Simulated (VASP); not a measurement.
# I in VASP: further runs

I is run at these levels: PBE; tasks: single point.

All numbers are computed with VASP 6.6.1; they aren't measurements. Logs are shortened: lines on timing, memory, paths and dates and some standing lists are left out, and cuts for length are marked.

## (1) The cell of the first run

The structure is tetragonal, space group I4/mmm (No. 139). Conventional cell: a = 3.291 Å, b = 3.291 Å, c = 8.807 Å, α = 90.00°, β = 90.00°, γ = 90.00°. Within 4.3 Å of I (site symmetry 4/mmm) lie 4 I at 3.29 Å.

## (2) Single point, PBE (strained)

File INCAR:

```
  PREC = Accurate
  ENCUT = 520
  EDIFF = 1E-6
  ISMEAR = 0
  SIGMA = 0.1
  LREAL = F
  LASPH = T
  NELM = 60
  ALGO = Normal
  ISIF = 2
  LWAVE = F
  LCHARG = F
  GGA = PE
  NBANDS = 10
```

File KPOINTS:

```
Automatic mesh
0
Gamma
  16 16 16
```

File POSCAR:

```
I
1.0
   -1.6457129563      1.6457129563      4.4032863158
    1.6457129563     -1.6457129563      4.4032863158
    1.6457129563      1.6457129563     -4.4032863158
I
1
Direct
    0.0000000000      0.0000000000      0.0000000000
```

Potentials or basis: VASP PAW PBE potentials, release 64 (I).

On the command line:

```console
> cat potpaw_PBE.64/I/POTCAR > POTCAR
> mpirun -np 1 vasp_std > vasp.out
```

OUTCAR:

```text
PREC = Accurate
   ENCUT = 520
   EDIFF = 1E-6
   ISMEAR = 0
   LREAL = F
   LASPH = T
   NELM = 60
   ISIF = 2
   GGA = PE

 ion  position               nearest neighbor table
   1  0.000  0.000  0.000-

  LATTYP: Found a body centered tetragonal cell.
 ALAT       =     3.2914259126
 C/A-ratio  =     2.6756101658

  Lattice vectors:

 A1 = (  -1.6457129563,   1.6457129563,   4.4032863158)
 A2 = (   1.6457129563,  -1.6457129563,   4.4032863158)
 A3 = (   1.6457129563,   1.6457129563,  -4.4032863158)

Analysis of symmetry for initial positions (statically):
=====================================================================
 Subroutine PRICEL returns:
 Original cell was already a primitive cell.

 Routine SETGRP: Setting up the symmetry group for a
 body centered tetragonal supercell.

 Subroutine GETGRP returns: Found 16 space group operations
 (whereof 16 operations were pure point group operations)
 out of a pool of 16 trial point group operations.

The static configuration has the point symmetry D_4h.

Analysis of symmetry for dynamics (positions and initial velocities):
=====================================================================
 Subroutine PRICEL returns:
 Original cell was already a primitive cell.

 Routine SETGRP: Setting up the symmetry group for a
 body centered tetragonal supercell.

 Subroutine GETGRP returns: Found 16 space group operations
 (whereof 16 operations were pure point group operations)
 out of a pool of 16 trial point group operations.

The dynamic configuration has the point symmetry D_4h.

 Subroutine INISYM returns: Found 16 space group operations
 (whereof 16 operations are pure point group operations),
 and found     1 'primitive' translations

----------------------------------------------------------------------------------------

                                     Primitive cell

  volume of cell :      47.7029

  direct lattice vectors                    reciprocal lattice vectors
    -1.645712956  1.645712956  4.403286316     0.000000000  0.303819690  0.113551553
     1.645712956 -1.645712956  4.403286316     0.303819690  0.000000000  0.113551553
     1.645712956  1.645712956 -4.403286316     0.303819690  0.303819690  0.000000000

  length of vectors
     4.980529354  4.980529354  4.980529354     0.324346048  0.324346048  0.429665926

  position of ions in fractional coordinates (direct lattice)
     0.000000000  0.000000000  0.000000000

  ion indices of the primitive-cell ions
   primitive index   ion index
                 1           1

----------------------------------------------------------------------------------------

 KPOINTS: Automatic mesh

Automatic generation of k-mesh.
 Grid dimensions read from file:
 generate k-points for:   16   16   16

 Generating k-lattice:

  Cartesian coordinates                     Fractional coordinates (reciprocal lattice)
     0.000000000  0.018988731  0.007096972     0.062500000  0.000000000  0.000000000
     0.018988731  0.000000000  0.007096972     0.000000000  0.062500000  0.000000000
     0.018988731  0.018988731  0.000000000     0.000000000  0.000000000  0.062500000

  Length of vectors
     0.020271628  0.020271628  0.026854120

  Shift w.r.t. Gamma in fractional coordinates (k-lattice)
     0.000000000  0.000000000  0.000000000

 Subroutine IBZKPT returns following result:
 ===========================================

 Found    349 irreducible k-points:

 Following reciprocal coordinates:
            Coordinates               Weight
  0.000000  0.000000  0.000000      1.000000
  0.062500  0.000000 -0.000000      8.000000
  0.125000  0.000000 -0.000000      8.000000
  0.187500  0.000000 -0.000000      8.000000
  0.250000  0.000000 -0.000000      8.000000
  0.312500  0.000000 -0.000000      8.000000
[... 16 lines left out ...]
 -0.125000  0.062500  0.000000     16.000000
 -0.062500  0.062500  0.000000      4.000000
 [... further k-points ...]
   k-points           NKPTS =    349   k-points in BZ     NKDIM =    349   number of bands    NBANDS=     10
   number of dos      NEDOS =    301   number of ions     NIONS =      1
   total plane-waves  NPLWV =  64000
   dimension x,y,z NGX =    40 NGY =   40 NGZ =   40
   dimension x,y,z NGXF=    80 NGYF=   80 NGZF=   80
   ions per type =               1
   NGX,Y,Z   is equivalent  to a cutoff of  13.35, 13.35, 13.35 a.u.
   NGXF,Y,Z  is equivalent  to a cutoff of  26.70, 26.70, 26.70 a.u.
 SYSTEM =  unknown system
   PREC   = accura    normal or accurate (medium, high low for compatibility)
   ISTART =      0    job   : 0-new  1-cont  2-samecut
   ICHARG =      2    charge: 1-file 2-atom 10-const
   ISPIN  =      1    spin polarized calculation?
   LNONCOLLINEAR =      F non collinear calculations
   LSORBIT =      F    spin-orbit coupling
   LASPH  =      T    aspherical Exc in radial PAW
   ENCUT  =  520.0 eV  38.22 Ry    6.18 a.u.   9.26  9.26  9.26*2*pi/ulx,y,z
   NELM   =     60;   NELMIN=  2; NELMDL= -5     # of ELM steps
   EDIFF  = 0.1E-05   stopping-criterion for ELM
   LREAL  =      F    real-space projection
   EDIFFG = 0.1E-04   stopping-criterion for IOM
   NSW    =      0    number of steps for IOM
   IBRION =     -1    ionic relax: 0-MD 1-quasi-New 2-CG
   NFREE  =      0    steps in history (QN), initial steepest desc. (CG)
   ISIF   =      2    stress and relaxation
   ISYM   =      2    0-nonsym 1-usesym 2-fastsym
   POTIM  = 0.5000    time-step for ionic-motion
   TEBEG  =    0.0;   TEEND  =   0.0 temperature during run
   PSTRESS=    0.0 pullay stress
   NELECT =       7.0000    total number of electrons
   NUPDOWN=      -1.0000    fix difference up-down
   EMIN   =  10.00;   EMAX   =-10.00  energy-range for DOS
   EFERMI =   0.00;   METHOD = LEGACY
   ISMEAR =     0;   SIGMA  =   0.10  broadening in eV -4-tet -1-fermi 0-gaus
   EFERMI_NEDOS =   21; number of points for ismear=-14 and -15
   IALGO  =     38    algorithm
   IMIX   =      4    mixing-type and parameters
     AMIX     =   0.40;   BMIX     =  1.00
     AMIX_MAG =   1.60;   BMIX_MAG =  1.00
  volume/ion in A,a.u.               =      47.70       321.92
  Fermi-wavevector in a.u.,A,eV,Ry     =   0.863494  1.631766 10.144793  0.745621
  Thomas-Fermi vector in A             =   1.981452
   LORBIT       =      0    0 simple, 1 ext, 2 COOP (PROOUT), +10 PAW based schemes
   GGA     = PE    functional components
   LHFCALC =     F    Hartree Fock is set to
   AEXX    =    0.0000 exact exchange contribution
   IVDW    =     0    specifies the selected vdW correction
   LEPSILON=     F    determine dielectric tensor
   LRPA    =     F    only Hartree local field effects (RPA)
 non-spin polarized calculation
 Gauss-broadening in eV      SIGMA  =   0.10
  energy-cutoff  :      520.00
  volume of cell :       47.70
 maximum number of plane-waves:      1309
 NGX is ok and might be reduce to    40
   NGX = 19   NGY = 19   NGZ = 19

 number of electron       7.0000000 magnetization

 Free energy of the ion-electron system (eV)
  ---------------------------------------------------
  ext. energy  EPLUGINS =         0.00000000
  ---------------------------------------------------
  free energy    TOTEN  =        -1.41780262 eV

  energy without entropy =       -1.41597510  energy(sigma->0) =       -1.41688886

 E-fermi :   1.9400     XC(G=0):  -7.4765

 val. band max:        1.9276737231   @ k =  -0.2500  -0.3750   0.1250
 cond. band min:       1.9411192885   @ k =  -0.1875  -0.3125   0.0625
 fundamental gap:      0.0134455654
 Fermi energy:         1.9399971999

 k-point     1 :       0.0000    0.0000    0.0000
  band No.  band energies     occupation
      1     -11.4427      2.00000
      2      -0.1810      2.00000
      3       2.7331      0.00000
      4       2.7331      0.00000
      5       6.3149      0.00000
      6       9.3860      0.00000
      7       9.8462      0.00000
      8      14.4616      0.00000
      9      14.4695      0.00000
     10      14.4695      0.00000

 k-point     2 :       0.0625    0.0000   -0.0000
  band No.  band energies     occupation
      1     -11.4068      2.00000
      2      -0.1651      2.00000
      3       2.3784      0.00000
      4       2.7605      0.00000
      5       6.4179      0.00000
      6       9.5538      0.00000
      7      10.1459      0.00000
      8      13.1698      0.00000
      9      14.5231      0.00000
     10      15.0233      0.00000

 k-point     3 :       0.1250    0.0000   -0.0000
  band No.  band energies     occupation
      1     -11.3016      2.00000
      2      -0.1182      2.00000
      3       1.5326      2.00000
      4       2.8399      0.00000
      5       6.6889      0.00000
      6       9.7352      0.00000
      7      11.1629      0.00000
      8      11.8961      0.00000
      9      14.6819      0.00000
     10      15.2501      0.00000

 k-point     4 :       0.1875    0.0000   -0.0000
  band No.  band energies     occupation
      1     -11.1350      2.00000
      2      -0.0491      2.00000
      3       0.5206      2.00000
      4       2.9629      0.00000
      5       7.0796      0.00000
      6       9.9300      0.00000
      7      10.7467      0.00000
      8      12.6330      0.00000
      9      14.9373      0.00000
     10      15.5473      0.00000

 k-point     5 :       0.2500    0.0000   -0.0000
  band No.  band energies     occupation
      1     -10.9216      2.00000
      2      -0.5197      2.00000
      3       0.0831      2.00000
      4       3.1154      0.00000
      5       7.5070      0.00000
      6       9.8672      0.00000
      7      10.2193      0.00000
      8      14.1362      0.00000
      9      15.2075      0.00000
     10      15.5906      0.00000

 k-point     6 :       0.3125    0.0000   -0.0000
  band No.  band energies     occupation
      1     -10.6859      2.00000
      2      -1.4105      2.00000
      3       0.1914      2.00000
      4       3.2770      0.00000
      5       7.7035      0.00000
      6       9.5939      0.00000
      7      10.5097      0.00000
      8      14.6675      0.00000
      9      14.9593      0.00000
     10      15.7775      0.00000
[... 183 lines left out ...]
 k-point    21 :      -0.2500    0.0625    0.0000
  band No.  band energies     occupation
      1     -10.8914      2.00000
      2      -0.4746      2.00000
      3       0.1737      2.00000
      4       2.7823      0.00000
      5       7.4425      0.00000
      6       9.7828      0.00000
      7      10.6171      0.00000
      8      13.8679      0.00000
      9      14.0567      0.00000
     10      15.1209      0.00000

 k-point    22 :      -0.1875    0.0625    0.0000
  band No.  band energies     occupation
      1     -11.1037      2.00000
      2       0.0446      2.00000
      3       0.5510      2.00000
      4       2.6219      0.00000
      5       7.0169      0.00000
      6      10.3622      0.00000
      7      10.7145      0.00000
      8      12.6483      0.00000
      9      13.6773      0.00000
     10      15.7290      0.00000

 k-point    23 :      -0.1250    0.0625    0.0000
  band No.  band energies     occupation
      1     -11.2690      2.00000
      2      -0.0475      2.00000
      3       1.5645      2.00000
      4       2.4923      0.00000
      5       6.6696      0.00000
      6      10.1640      0.00000
      7      11.2248      0.00000
      8      11.8775      0.00000
      9      13.4325      0.00000
     10      16.5273      0.00000

 k-point    24 :      -0.0625    0.0625    0.0000
  band No.  band energies     occupation
      1     -11.3726      2.00000
      2      -0.1207      2.00000
      3       2.4021      0.00000
      4       2.4144      0.00000
      5       6.4573      0.00000
      6       9.8741      0.00000
      7      10.3053      0.00000
      8      13.0245      0.00000
      9      13.4660      0.00000
     10      16.1243      0.00000

 [... further k-points ...]

------------------------ aborting loop because EDIFF is reached ----------------------------------------

  FORCE on cell =-STRESS in cart. coord.  units (eV):
  Direction    XX          YY          ZZ          XY          YZ          ZX
  --------------------------------------------------------------------------------------
  -------------------------------------------------------------------------------------
  Total       -0.4751500     -0.4751500      0.0251350      0.0000000      0.0000000      0.0000000
  in kB      -15.9586517    -15.9586517      0.8441989      0.0000000      0.0000000      0.0000000
  external PRESSURE =     -10.3577015 kB  Pullay stress =       0.0000000 kB

 VOLUME and BASIS-vectors are now :
 -----------------------------------------------------------------------------
  energy-cutoff  :      520.00
  volume of cell :       47.70
      direct lattice vectors                 reciprocal lattice vectors
    -1.645712956  1.645712956  4.403286316     0.000000000  0.303819690  0.113551553
     1.645712956 -1.645712956  4.403286316     0.303819690  0.000000000  0.113551553
     1.645712956  1.645712956 -4.403286316     0.303819690  0.303819690  0.000000000

 POSITION                                       TOTAL-FORCE (eV/Angst)
 -----------------------------------------------------------------------------------
      0.00000      0.00000      0.00000         0.000000     -0.000000     -0.000000
 -----------------------------------------------------------------------------------
    total drift:                               -0.000000     -0.000000     -0.000000

  FREE ENERGIE OF THE ION-ELECTRON SYSTEM (eV)
  ---------------------------------------------------
  free  energy   TOTEN  =        -1.4178026197 eV

  energy  without entropy=       -1.4159751014  energy(sigma->0) =       -1.41688886
```

Wall time 5.1 min (1 thread of Intel Xeon 8259CL, shared host); peak memory 0.35 GiB.

Results:

| Property | Result |
| --- | --- |
| Free energy | -1.4178 eV |
| Pressure | -1.0 GPa |
| Band gap on the k mesh | zero (an odd number of electrons rules out a gap without spin polarisation) |

Levels at points of the mesh, in eV from the Fermi level:
```
           k point  band 2  band 3  band 4  band 5  band 6  band 7
(0.00, 0.00, 0.00)   -2.12    0.79    0.79    4.37    7.45    7.91
(0.50, 0.00, 0.00)   -4.69   -1.53    1.62    5.16    9.30    9.73
(0.50, 0.50, 0.00)   -3.64   -3.51   -0.48    4.32    6.75    9.17
(0.50, 0.50, 0.50)   -3.28    0.71    0.71    7.19    7.43    8.94
```

Caveat: the cell differs from its parent crystal (strained); spin-orbit coupling is left out, which moves the levels of the heavy elements; an odd number of electrons without spin polarisation forces a metal; a magnetic or distorted state may lie lower.

## (3) Single point, PBE (the cell strained at random)

File INCAR:

```
SYSTEM = I
  PREC = Accurate
  ENCUT = 520
  EDIFF = 1E-7
  ISMEAR = 0
  SIGMA = 0.1
  LREAL = .FALSE.
  LASPH = .TRUE.
  NELM = 60
  ALGO = Normal
  ISIF = 2
  LWAVE = .FALSE.
  LCHARG = .FALSE.
  GGA = PE
  NBANDS = 10
```

File KPOINTS:

```
Automatic mesh
0
G
  12 12 16
  0 0 0
```

File POSCAR:

```
I
1.0
   -1.6484376354      1.6625059481      4.4767559541
    1.7105332398     -1.6090252558      4.4800232152
    1.6671354267      1.6277230471     -4.4564730558
I
1
Direct
    0.0000000000      0.0000000000      0.0000000000
```

Potentials or basis: VASP PAW PBE potentials, release 64 (I).

On the command line:

```console
> cat potpaw_PBE.64/I/POTCAR > POTCAR
> mpirun -np 1 vasp_std > vasp.out
```

OUTCAR:

```text
SYSTEM = I
   PREC = Accurate
   ENCUT = 520
   EDIFF = 1E-7
   ISMEAR = 0
   LREAL = .FALSE.
   LASPH = .TRUE.
   NELM = 60
   ISIF = 2
   GGA = PE

 ion  position               nearest neighbor table
   1  0.000  0.000  0.000-

  LATTYP: Found a triclinic cell.
 ALAT       =     6.8854189283
 B/A-ratio  =     0.4778713791
 C/A-ratio  =     1.6184495535
 COS(alpha) =     0.0029587935
 COS(beta)  =     0.6653942682
[... 495 lines left out ...]
      7      10.8283      0.00000
      8      12.4922      0.00000
      9      12.6764      0.00000
     10      14.4725      0.00000

 [... further k-points ...]

------------------------ aborting loop because EDIFF is reached ----------------------------------------

  FORCE on cell =-STRESS in cart. coord.  units (eV):
  Direction    XX          YY          ZZ          XY          YZ          ZX
  --------------------------------------------------------------------------------------
  -------------------------------------------------------------------------------------
  Total       -0.6599093     -0.7807644      0.0163923     -0.0129574     -0.0069831     -0.0069715
  in kB      -21.2461490    -25.1371453      0.5277591     -0.4171719     -0.2248237     -0.2244527
  external PRESSURE =     -15.2851784 kB  Pullay stress =       0.0000000 kB

 VOLUME and BASIS-vectors are now :
 -----------------------------------------------------------------------------
  energy-cutoff  :      520.00
  volume of cell :       49.76
      direct lattice vectors                 reciprocal lattice vectors
    -1.648437635  1.662505948  4.476755954    -0.002444730  0.303266905  0.109853427
     1.710533240 -1.609025256  4.480023215     0.295310963 -0.002353925  0.109613998
     1.667135427  1.627723047 -4.456473056     0.294415672  0.302280810 -0.003846037

 POSITION                                       TOTAL-FORCE (eV/Angst)
 -----------------------------------------------------------------------------------
      0.00000      0.00000      0.00000        -0.000000      0.000000      0.000000
 -----------------------------------------------------------------------------------
    total drift:                               -0.000000     -0.000000     -0.000000

  FREE ENERGIE OF THE ION-ELECTRON SYSTEM (eV)
  ---------------------------------------------------
  free  energy   TOTEN  =        -1.3979449259 eV

  energy  without entropy=       -1.3949932166  energy(sigma->0) =       -1.39646907
```

stdout:

```text
POSCAR found type information on POSCAR I
 POSCAR found :  1 types and       1 ions
 scaLAPACK will be used
 LDA part: xc-table for (Slater+PW92), standard interpolation
 POSCAR, INCAR and KPOINTS ok, starting setup
 FFT: planning ... GRIDC
 FFT: planning ... GRID_SOFT
 FFT: planning ... GRID
 WAVECAR not read
 entering main loop
```

Wall time 5.1 min (1 thread of Intel Xeon Platinum 8559C (Emerald Rapids), shared host); peak memory 0.66 GiB.

What came out:

| Item | Value |
| --- | --- |
| Free energy | -1.3979 eV |
| Pressure | -1.5 GPa |
| Band gap on the k mesh | zero (an odd number of electrons rules out a gap without spin polarisation) |

Caveat: the cell differs from its parent crystal (the cell strained at random); spin-orbit coupling is left out, which moves the levels of the heavy elements; an odd number of electrons without spin polarisation forces a metal; a magnetic or distorted state may lie lower.
